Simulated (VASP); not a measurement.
# FeSi (P2_13) in VASP: a series of runs, part 2 of 2

VASP 6.6.1.

**3. Single point, PBE**

This run uses another cell than the first one, of 11.00 Å³/atom.

Contents of INCAR:

```
SYSTEM = FeSi
PREC = Accurate ; ENCUT = 520
EDIFF = 1E-7 ; ISMEAR = -1
SIGMA = 0.02 ; LREAL = .FALSE.
LASPH = .TRUE. ; NELM = 80
ALGO = Normal ; ISIF = 2
LWAVE = .FALSE. ; LCHARG = .TRUE.
GGA = PE ; LELF = .TRUE.
LVHAR = .TRUE. ; NBANDS = 34
```

Contents of KPOINTS:

```
regular mesh
0
G
  6 6 6
  0 0 0
```

Contents of POSCAR:

```
FeSi
1.0
    4.4476624440      0.0000000000      0.0000000000
    0.0000000000      4.4476624440      0.0000000000
    0.0000000000      0.0000000000      4.4476624440
Fe Si
4 4
Direct
    0.8639842234      0.6360157766      0.3639842234
    0.6360157766      0.3639842234      0.8639842234
    0.3639842234      0.8639842234      0.6360157766
    0.1360157766      0.1360157766      0.1360157766
    0.1592730395      0.3407269605      0.6592730395
    0.3407269605      0.6592730395      0.1592730395
    0.6592730395      0.1592730395      0.3407269605
    0.8407269605      0.8407269605      0.8407269605
```

Potentials or basis: VASP PAW PBE potentials, release 64 (Fe, Si).

Command:

```
$ cat potpaw_PBE.64/Fe/POTCAR potpaw_PBE.64/Si/POTCAR > POTCAR
$ mpirun -np 1 vasp_std > vasp.out
```

OUTCAR:

```text
SYSTEM = FeSi
   PREC = Accurate
   ENCUT = 520
   EDIFF = 1E-7
   ISMEAR = -1
   LREAL = .FALSE.
   LASPH = .TRUE.
   NELM = 80
   ISIF = 2
   GGA = PE

 ion  position               nearest neighbor table
   1  0.864  0.636  0.364-   5 2.27   6 2.31   7 2.31   8 2.31   7 2.50   8 2.50   6 2.50   3 2.73
                             4 2.73   3 2.73   4 2.73   2 2.73   2 2.73
   2  0.636  0.364  0.864-   6 2.27   5 2.31   8 2.31   7 2.31   5 2.50   7 2.50   8 2.50   3 2.73
                             3 2.73   4 2.73   4 2.73   1 2.73   1 2.73
   3  0.364  0.864  0.636-   7 2.27   5 2.31   8 2.31   6 2.31   6 2.50   5 2.50   8 2.50   2 2.73
[... 1110 lines left out ...]
  in kB        2.0957922      2.0957922      2.0957922      0.0000000      0.0000000      0.0000000
  external PRESSURE =       2.0957922 kB  Pullay stress =       0.0000000 kB

 VOLUME and BASIS-vectors are now :
 -----------------------------------------------------------------------------
  energy-cutoff  :      520.00
  volume of cell :       87.98
      direct lattice vectors                 reciprocal lattice vectors
     4.447662444  0.000000000  0.000000000     0.224837207  0.000000000  0.000000000
     0.000000000  4.447662444  0.000000000     0.000000000  0.224837207  0.000000000
     0.000000000  0.000000000  4.447662444     0.000000000  0.000000000  0.224837207

 POSITION                                       TOTAL-FORCE (eV/Angst)
 -----------------------------------------------------------------------------------
      3.84271      2.82878      1.61888        -0.019990      0.019990     -0.019990
      2.82878      1.61888      3.84271         0.019990     -0.019990     -0.019990
      1.61888      3.84271      2.82878        -0.019990     -0.019990      0.019990
      0.60495      0.60495      0.60495         0.019990      0.019990      0.019990
      0.70839      1.51544      2.93222        -0.001449      0.001449     -0.001449
      1.51544      2.93222      0.70839         0.001449     -0.001449     -0.001449
      2.93222      0.70839      1.51544        -0.001449     -0.001449      0.001449
      3.73927      3.73927      3.73927         0.001449      0.001449      0.001449
 -----------------------------------------------------------------------------------
    total drift:                               -0.000001     -0.000001     -0.000000

  FREE ENERGIE OF THE ION-ELECTRON SYSTEM (eV)
  ---------------------------------------------------
  free  energy   TOTEN  =       -58.7822640415 eV

  energy  without entropy=      -58.7809995540  energy(sigma->0) =      -58.78163180
```

stdout:

```text
POSCAR found type information on POSCAR FeSi
 POSCAR found :  2 types and       8 ions
 scaLAPACK will be used
 LDA part: xc-table for (Slater+PW92), standard interpolation
 POSCAR, INCAR and KPOINTS ok, starting setup
 FFT: planning ... GRIDC
 FFT: planning ... GRID_SOFT
 FFT: planning ... GRID
 WAVECAR not read
 entering main loop
```

Run time: 41 s. Hardware: 1 thread of Intel Xeon 6975P-C (Granite Rapids), shared host; peak memory 0.22 GiB.

What came out:

| Item | Value |
| --- | --- |
| Free energy | -58.7823 eV |
| Pressure | 0.2 GPa |
| Largest force | 0.035 eV/Å |
| Band gap on the k mesh | 0.17 eV |

Forces on the atoms (eV/Å):
```
Fe  -0.020  0.020 -0.020
Fe   0.020 -0.020 -0.020
Fe  -0.020 -0.020  0.020
Fe   0.020  0.020  0.020
Si  -0.001  0.001 -0.001
Si   0.001 -0.001 -0.001
Si  -0.001 -0.001  0.001
Si   0.001  0.001  0.001
```

Levels at points of the mesh, in eV from the valence-band top:
```csv
k point,band 20,band 21,band 22,band 23,band 24,band 25,band 26,band 27,band 28,band 29
"(0.00, 0.00, 0.00)",-0.28,-0.28,-0.28,-0.03,-0.03,0.67,0.67,0.67,3.04,3.04
"(0.50, 0.00, 0.00)",-1.23,-0.37,-0.37,0.00,0.00,0.21,0.21,1.73,1.73,2.23
"(0.50, 0.50, 0.00)",-1.25,-1.00,-1.00,-0.35,-0.35,0.65,0.65,1.31,1.31,2.71
"(0.50, 0.50, 0.50)",-0.72,-0.66,-0.66,-0.66,-0.66,0.51,0.51,0.51,0.51,5.65
```

A k mesh can miss the band edges. Spin polarisation is off, so any magnetic state and its effect on volume and gap are missing.

**4. Single point, r2SCAN**

Contents of POSCAR:

```
FeSi
1.0
    4.4030518950      0.0000000000      0.0000000000
    0.0000000000      4.4030518950      0.0000000000
    0.0000000000      0.0000000000      4.4030518950
Fe Si
4 4
Direct
    0.8633399905      0.6366600095      0.3633399905
    0.6366600095      0.3633399905      0.8633399905
    0.3633399905      0.8633399905      0.6366600095
    0.1366600095      0.1366600095      0.1366600095
    0.1588681659      0.3411318341      0.6588681659
    0.3411318341      0.6588681659      0.1588681659
    0.6588681659      0.1588681659      0.3411318341
    0.8411318341      0.8411318341      0.8411318341
```

Contents of INCAR.step1:

```
SYSTEM = FeSi
PREC = Accurate
ENCUT = 520
ISMEAR = -1
SIGMA = 0.02
LREAL = .False.
LASPH = .True.
NELM = 100
NBANDS = 34
GGA = PE
ALGO = Normal
EDIFF = 1E-4
LWAVE = .True.
LCHARG = .False.
```

Contents of INCAR.step2:

```
SYSTEM = FeSi
PREC = Accurate
ENCUT = 520
EDIFF = 1E-6
ISMEAR = -1
SIGMA = 0.02
LREAL = .False.
LASPH = .True.
NELM = 100
ALGO = Normal
ISIF = 2
LWAVE = .False.
LCHARG = .False.
METAGGA = R2SCAN
LMIXTAU = .True.
NBANDS = 34
ISTART = 1
```

Contents of KPOINTS:

```
regular mesh
0
Gamma
  6 6 6
  0 0 0
```

Command:

```
$ cat potpaw_PBE.64/Fe/POTCAR potpaw_PBE.64/Si/POTCAR > POTCAR
$ cp INCAR.step1 INCAR
$ mpirun -np 1 vasp_std > vasp.out
$ cp INCAR.step2 INCAR
$ mpirun -np 1 vasp_std > vasp.out
```

Run time: 2.4 min. Hardware: 1 thread of Intel Xeon 6975P-C (Granite Rapids), shared host; peak memory 0.23 GiB.

The run converged. Its results:

| Item | Value |
| --- | --- |
| Free energy | -94.7644 eV |
| Pressure | 0.4 GPa |
| Largest force | 0.038 eV/Å |
| Band gap on the k mesh | 0.32 eV (least direct gap 0.35 eV) |

Forces in eV/Å, atoms in the order of the input:
```
Fe  -0.022  0.022 -0.022
Fe   0.022 -0.022 -0.022
Fe  -0.022 -0.022  0.022
Fe   0.022  0.022  0.022
Si  -0.001  0.001 -0.001
Si   0.001 -0.001 -0.001
Si  -0.001 -0.001  0.001
Si   0.001  0.001  0.001
```

Levels at points of the mesh, in eV from the valence-band top:
| k point | band 22 | band 23 | band 24 | band 25 | band 26 | band 27 |
| --- | --- | --- | --- | --- | --- | --- |
| (0.00, 0.00, 0.00) | -0.38 | -0.12 | -0.12 | 0.84 | 0.84 | 0.84 |
| (0.50, 0.00, 0.00) | -0.49 | -0.05 | -0.05 | 0.37 | 0.37 | 1.96 |
| (0.50, 0.50, 0.00) | -1.11 | -0.45 | -0.45 | 0.81 | 0.81 | 1.56 |
| (0.50, 0.50, 0.50) | -0.79 | -0.79 | -0.79 | 0.72 | 0.72 | 0.72 |

Caveat: the PAW data sets were made with another functional, which shifts forces and pressure a little.

**5. Single point, r2SCAN**

POSCAR is that of step 4.

Contents of INCAR.step1:

```
ALGO = Normal
EDIFF = 1E-4
ENCUT = 520
GGA = PE
ISMEAR = 0
LASPH = True
LCHARG = False
LREAL = False
LWAVE = True
NBANDS = 34
NELM = 100
PREC = Accurate
SIGMA = 0.01
```

Contents of INCAR.step2:

```
ALGO = Normal
EDIFF = 1E-6
ENCUT = 520
ISIF = 2
ISMEAR = 0
ISTART = 1
LASPH = True
LCHARG = True
LELF = True
LMIXTAU = True
LREAL = False
LVHAR = True
LWAVE = False
METAGGA = R2SCAN
NBANDS = 34
NELM = 100
PREC = Accurate
SIGMA = 0.01
```

Contents of KPOINTS:

```
k-points
0
Gamma
  6 6 6
```

Command:

```
$ cat potpaw_PBE.64/Fe/POTCAR potpaw_PBE.64/Si/POTCAR > POTCAR
$ cp INCAR.step1 INCAR
$ mpirun -np 1 vasp_std > vasp.out
$ cp INCAR.step2 INCAR
$ mpirun -np 1 vasp_std > vasp.out
```

Wall time 2.4 min (1 thread of Intel Xeon 6975P-C (Granite Rapids), shared host); peak memory 0.24 GiB.

It converged, with:

* Free energy: -94.7644 eV
* Pressure: 0.4 GPa
* Largest force: 0.038 eV/Å
* Band gap on the k mesh: 0.32 eV (least direct gap 0.35 eV)

Forces on the atoms (eV/Å):
```
Fe  -0.022  0.022 -0.022
Fe   0.022 -0.022 -0.022
Fe  -0.022 -0.022  0.022
Fe   0.022  0.022  0.022
Si  -0.001  0.001 -0.001
Si   0.001 -0.001 -0.001
Si  -0.001 -0.001  0.001
Si   0.001  0.001  0.001
```

Levels at points of the mesh, in eV from the valence-band top:
| k point | band 21 | band 22 | band 23 | band 24 | band 25 | band 26 | band 27 | band 28 |
| --- | --- | --- | --- | --- | --- | --- | --- | --- |
| (0.00, 0.00, 0.00) | -0.38 | -0.38 | -0.12 | -0.12 | 0.84 | 0.84 | 0.84 | 3.41 |
| (0.50, 0.00, 0.00) | -0.49 | -0.49 | -0.05 | -0.05 | 0.37 | 0.37 | 1.96 | 1.96 |
| (0.50, 0.50, 0.00) | -1.11 | -1.11 | -0.45 | -0.45 | 0.81 | 0.81 | 1.56 | 1.56 |
| (0.50, 0.50, 0.50) | -0.79 | -0.79 | -0.79 | -0.79 | 0.72 | 0.72 | 0.72 | 0.72 |

Caveat: the PAW data sets were made with another functional, which shifts forces and pressure a little.

**6. Relaxation of cell and atoms, PBE**

Contents of INCAR:

```
SYSTEM = FeSi
PREC = Accurate ; ENCUT = 600
EDIFF = 1E-7 ; ISMEAR = -1
SIGMA = 0.02 ; LREAL = .False.
LASPH = .True. ; NELM = 80
ALGO = Normal ; ISIF = 3
LWAVE = .False. ; LCHARG = .False.
GGA = PE ; IBRION = 2
NSW = 80 ; EDIFFG = -0.005
```

Contents of KPOINTS:

```
regular mesh
0
Gamma
  6 6 6
  0 0 0
```

Contents of POSCAR:

```
FeSi
1.0
    4.4022097900      0.0000000000      0.0000000000
    0.0000000000      4.4022097900      0.0000000000
    0.0000000000      0.0000000000      4.4022097900
Fe Si
4 4
Direct
    0.8630876900      0.6369123100      0.3630876900
    0.6369123100      0.3630876900      0.8630876900
    0.3630876900      0.8630876900      0.6369123100
    0.1369123100      0.1369123100      0.1369123100
    0.1586982700      0.3413017300      0.6586982700
    0.3413017300      0.6586982700      0.1586982700
    0.6586982700      0.1586982700      0.3413017300
    0.8413017300      0.8413017300      0.8413017300
```

Potentials or basis: VASP PAW PBE potentials, release 64 (Fe, Si).

Command:

```
$ cat potpaw_PBE.64/Fe/POTCAR potpaw_PBE.64/Si/POTCAR > POTCAR
$ mpirun -np 1 vasp_std > vasp.out
```

It took 3.6 min on 1 thread of Intel Xeon 6975P-C (Granite Rapids), shared host; peak memory 0.24 GiB.

The run converged. Its results:

- Free energy: -58.7806 eV
- Relaxed volume: 11.00 Å³/atom
- Relaxed cell: a = 4.448 Å, b = 4.448 Å, c = 4.448 Å, α = 90.00°, β = 90.00°, γ = 90.00°
- Space group after relaxing (to 0.1 Å): P2_13 (No. 198)
- Energy gained by relaxing: 7.6 meV/atom
- Ionic steps: 11
- Pressure after relaxing: 0.0 GPa
- Band gap on the k mesh: 0.17 eV

The path:
```
step  energy change (eV)  largest force (eV/Å)  pressure (GPa)  volume (Å³)
   1              0.0000                0.0828            7.56        85.31
   2              0.0491                0.2308           -8.84        91.68
   3             -0.0600                0.0597           -0.03        87.94
   4             -0.0600                0.0571            0.11        87.89
   5             -0.0608                0.0333            0.10        87.93
   6             -0.0611                0.0100            0.09        87.97
   7             -0.0611                0.0116            0.09        87.97
   8             -0.0611                0.0042           -0.12        88.06
   9             -0.0611                0.0057           -0.03        88.02
  10             -0.0611                0.0055           -0.03        88.03
  11             -0.0611                0.0007            0.02        88.01
```

Final structure:
```
Fe Si
1.0
     4.44815    0.00000    0.00000
     0.00000    4.44815    0.00000
     0.00000    0.00000    4.44815
Fe Si
4 4
Direct
  0.86362 0.63638 0.36362
  0.63638 0.36362 0.86362
  0.36362 0.86362 0.63638
  0.13638 0.13638 0.13638
  0.15921 0.34079 0.65921
  0.34079 0.65921 0.15921
  0.65921 0.15921 0.34079
  0.84079 0.84079 0.84079
```

Levels at points of the mesh, in eV from the valence-band top:
```csv
k point,band 21,band 22,band 23,band 24,band 25,band 26,band 27,band 28
"(0.00, 0.00, 0.00)",-0.28,-0.28,-0.03,-0.03,0.67,0.67,0.67,3.04
"(0.50, 0.00, 0.00)",-0.37,-0.37,0.00,0.00,0.20,0.20,1.73,1.73
"(0.50, 0.50, 0.00)",-1.00,-1.00,-0.35,-0.35,0.65,0.65,1.31,1.31
"(0.50, 0.50, 0.50)",-0.66,-0.66,-0.66,-0.66,0.50,0.50,0.50,0.50
```

A k mesh can miss the band edges. Spin polarisation is off, so any magnetic state and its effect on volume and gap are missing.

**7. Relaxation of cell and atoms, PBEsol**

This run uses another cell than the first one, of 11.00 Å³/atom.

Contents of INCAR:

```
SYSTEM = FeSi
PREC = Accurate
ENCUT = 600
EDIFF = 1E-6
ISMEAR = -1
SIGMA = 0.02
LREAL = .FALSE.
LASPH = .TRUE.
NELM = 80
ALGO = Normal
ISIF = 3
LWAVE = .FALSE.
LCHARG = .FALSE.
GGA = PS
IBRION = 2
NSW = 80
EDIFFG = -0.005
```

Contents of KPOINTS:

```
regular mesh
0
G
  6 6 6
  0 0 0
```

Contents of POSCAR:

```
FeSi
1.0
    4.4476624440      0.0000000000      0.0000000000
    0.0000000000      4.4476624440      0.0000000000
    0.0000000000      0.0000000000      4.4476624440
Fe Si
4 4
Direct
    0.8639842234      0.6360157766      0.3639842234
    0.6360157766      0.3639842234      0.8639842234
    0.3639842234      0.8639842234      0.6360157766
    0.1360157766      0.1360157766      0.1360157766
    0.1592730395      0.3407269605      0.6592730395
    0.3407269605      0.6592730395      0.1592730395
    0.6592730395      0.1592730395      0.3407269605
    0.8407269605      0.8407269605      0.8407269605
```

Command:

```
$ cat potpaw_PBE.64/Fe/POTCAR potpaw_PBE.64/Si/POTCAR > POTCAR
$ mpirun -np 1 vasp_std > vasp.out
```

Run time: 2.5 min. Hardware: 1 thread of Intel Xeon 6975P-C (Granite Rapids), shared host; peak memory 0.23 GiB.

The run converged. Its results:

```yaml
Free_energy: -63.8227 eV
Relaxed_volume: 10.69 Å³/atom
Relaxed_cell: a = 4.406 Å, b = 4.406 Å, c = 4.406 Å, α = 90.00°, β = 90.00°, γ = 90.00°
Space_group_after_relaxing_to_0.1_Å: P2_13 (No. 198)
Energy_gained_by_relaxing: 6.2 meV/atom
Ionic_steps: 10
Pressure_after_relaxing: 0.0 GPa
Largest_force_after_relaxing: 0.004 eV/Å
Band_gap_on_the_k_mesh: 0.15 eV
```

Forces on the atoms (eV/Å):
```
Fe   0.002 -0.002  0.002
Fe  -0.002  0.002  0.002
Fe   0.002  0.002 -0.002
Fe  -0.002 -0.002 -0.002
Si  -0.002  0.002 -0.002
Si   0.002 -0.002 -0.002
Si  -0.002 -0.002  0.002
Si   0.002  0.002  0.002
```

The path:
| step | energy change (eV) | largest force (eV/Å) | pressure (GPa) | volume (Å³) |
| --- | --- | --- | --- | --- |
| 1 | 0.0000 | 0.0278 | -6.34 | 87.98 |
| 2 | 0.0477 | 0.2833 | 10.11 | 82.56 |
| 3 | -0.0471 | 0.1125 | -0.07 | 85.68 |
| 4 | -0.0471 | 0.1149 | 0.07 | 85.64 |
| 5 | -0.0489 | 0.0561 | 0.11 | 85.57 |
| 6 | -0.0494 | 0.0075 | 0.12 | 85.51 |
| 7 | -0.0494 | 0.0068 | 0.08 | 85.51 |
| 8 | -0.0494 | 0.0062 | 0.12 | 85.51 |
| 9 | -0.0494 | 0.0052 | -0.17 | 85.61 |
| 10 | -0.0495 | 0.0036 | 0.00 | 85.54 |

Final structure:
```cif
data_structure
_symmetry_space_group_name_H-M 'P 1'
_symmetry_Int_Tables_number 1
_cell_length_a 4.4061
_cell_length_b 4.4061
_cell_length_c 4.4061
_cell_angle_alpha 90.000
_cell_angle_beta 90.000
_cell_angle_gamma 90.000
_cell_volume 85.54
loop_
_atom_site_label
_atom_site_type_symbol
_atom_site_fract_x
_atom_site_fract_y
_atom_site_fract_z
_atom_site_occupancy
Fe1 Fe 0.86271 0.63729 0.36271 1
Fe2 Fe 0.63729 0.36271 0.86271 1
Fe3 Fe 0.36271 0.86271 0.63729 1
Fe4 Fe 0.13729 0.13729 0.13729 1
Si1 Si 0.15895 0.34105 0.65895 1
Si2 Si 0.34105 0.65895 0.15895 1
Si3 Si 0.65895 0.15895 0.34105 1
Si4 Si 0.84105 0.84105 0.84105 1
```

Levels at points of the mesh, in eV from the valence-band top:
```csv
k point,band 20,band 21,band 22,band 23,band 24,band 25,band 26,band 27,band 28,band 29
"(0.00, 0.00, 0.00)",-0.28,-0.28,-0.28,-0.03,-0.03,0.68,0.68,0.68,3.20,3.20
"(0.50, 0.00, 0.00)",-1.28,-0.38,-0.38,0.00,0.00,0.19,0.19,1.78,1.78,2.35
"(0.50, 0.50, 0.00)",-1.32,-1.05,-1.05,-0.36,-0.36,0.65,0.65,1.35,1.35,2.85
"(0.50, 0.50, 0.50)",-0.76,-0.68,-0.68,-0.68,-0.68,0.50,0.50,0.50,0.50,5.85
```

Caveat: the PAW data sets were made with another functional, which shifts forces and pressure a little.

**8. Overview**

| task | level | cell | cutoff (eV) | smearing | gap on the mesh (eV) | pressure (GPa) | relaxed volume (Å³/atom) | largest force (eV/Å) |
| --- | --- | --- | --- | --- | --- | --- | --- | --- |
| single point | PBEsol | a = 4.404 Å, 8 atoms, atomic positions A | 520 | fermi-dirac 0.02 eV | 0.16 | 0.6 | - | 0.05 |
| single point | PBE | a = 4.448 Å, 8 atoms, atomic positions B | 520 | fermi-dirac 0.02 eV | 0.17 | 0.2 | - | 0.03 |
| single point | r2SCAN | a = 4.403 Å, 8 atoms, atomic positions C | 520 | fermi-dirac 0.02 eV | 0.32 | 0.4 | - | 0.04 |
| single point | r2SCAN | a = 4.403 Å, 8 atoms, atomic positions C | 520 | gaussian 0.01 eV | 0.32 | 0.4 | - | 0.04 |
| relaxation of cell and atoms | PBE | relaxed from a = 4.402 Å, 8 atoms, atomic positions D | 600 | fermi-dirac 0.02 eV | 0.17 | 0.0 | 11.00 | - |
| relaxation of cell and atoms | PBEsol | relaxed from a = 4.448 Å, 8 atoms, atomic positions B | 600 | fermi-dirac 0.02 eV | 0.15 | 0.0 | 10.69 | - |

Alike in all rows: potentials or basis VASP PAW PBE potentials, release 64 (Fe, Si); no spin polarisation; k mesh 6 × 6 × 6.

Caveats: the PAW data sets were made with another functional, which shifts forces and pressure a little (at least some runs).

Absolute energies hang on the potentials; compare differences alone.
